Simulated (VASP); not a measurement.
Crystal: Be3S5.

```
Be S
1.0
     2.93765    1.69605    4.47810
    -2.93765    1.69605    4.47810
     0.00000   -3.39211    4.47810
Be S
3 5
Cartesian
  0.0000 1.6961 4.4781
  -1.4688 -0.8480 4.4781
  1.4688 -0.8480 4.4781
  0.0000 -1.6961 2.2390
  1.4688 0.8480 2.2390
  -1.4688 0.8480 2.2390
  0.0000 0.0000 6.7171
  0.0000 0.0000 0.0000
```

The cell was built from a structure type or drawn by symmetry, and may not be a known phase.

| Quantity | Value |
| --- | --- |
| Program | VASP 6.6.1 |
| Task | relaxation of cell and atoms |
| Functional | PBE |
| Potentials or basis | VASP PAW PBE potentials, release 64 (Be, S) |
| Cutoff | 600 eV |
| k mesh | 4 × 4 × 4 |
| Occupations | gaussian, width 0.2 eV |
| Spin | no spin polarisation |

At the start: pressure -9.3 GPa; volume 16.73 Å³/atom.

**Question.** How do energy, volume and symmetry change on relaxing?

**Answer.** Over 16 steps the energy falls by 1224.8 meV/atom and the volume is 13.66 Å³/atom (-18.4 %); space group R-3m (No. 166, to 0.1 Å) before, Pm-3m (No. 221, to 0.1 Å).

The path:
| step | energy change (eV) | largest force (eV/Å) | pressure (GPa) | volume (Å³) |
| --- | --- | --- | --- | --- |
| 1 | 0.0000 | 0.0000 | -9.34 | 133.87 |
| 2 | -0.7774 | 0.0000 | -1.63 | 115.81 |
| 3 | -0.8226 | 0.0000 | 1.04 | 111.60 |
| 4 | -1.2802 | 0.0000 | 2.35 | 110.33 |
| 5 | -4.5949 | 0.0000 | 4.22 | 105.31 |
| 6 | -8.3450 | 0.0000 | 28.09 | 89.48 |
| 7 | -8.7568 | 0.0000 | 21.97 | 92.36 |
| 8 | -8.8056 | 0.0000 | 21.69 | 92.55 |
| 9 | -8.9027 | 0.0000 | 20.79 | 93.09 |
| 10 | -8.8944 | 0.0000 | 18.78 | 93.95 |
| 11 | -8.9272 | 0.0000 | 19.47 | 93.69 |
| 12 | -9.0321 | 0.0000 | 17.99 | 94.54 |
| 13 | -9.3027 | 0.0000 | 13.83 | 97.13 |
| 14 | -9.6592 | 0.0000 | 6.66 | 102.43 |
| 15 | -9.7393 | 0.0000 | -3.89 | 113.57 |
| 16 | -9.7983 | 0.0000 | -0.40 | 109.24 |

Final structure:
```
Be S
1.0
     3.38655    1.95523    2.74966
    -3.38655    1.95523    2.74966
     0.00000   -3.91045    2.74966
Be S
3 5
Cartesian
  0.0000 1.9552 2.7497
  -1.6933 -0.9776 2.7497
  1.6933 -0.9776 2.7497
  0.0000 -1.9552 1.3748
  1.6933 0.9776 1.3748
  -1.6933 0.9776 1.3748
  0.0000 0.0000 4.1245
  0.0000 0.0000 0.0000
```

Caveat: the volume moved by over 15 % at a fixed basis, so the end points are rough.
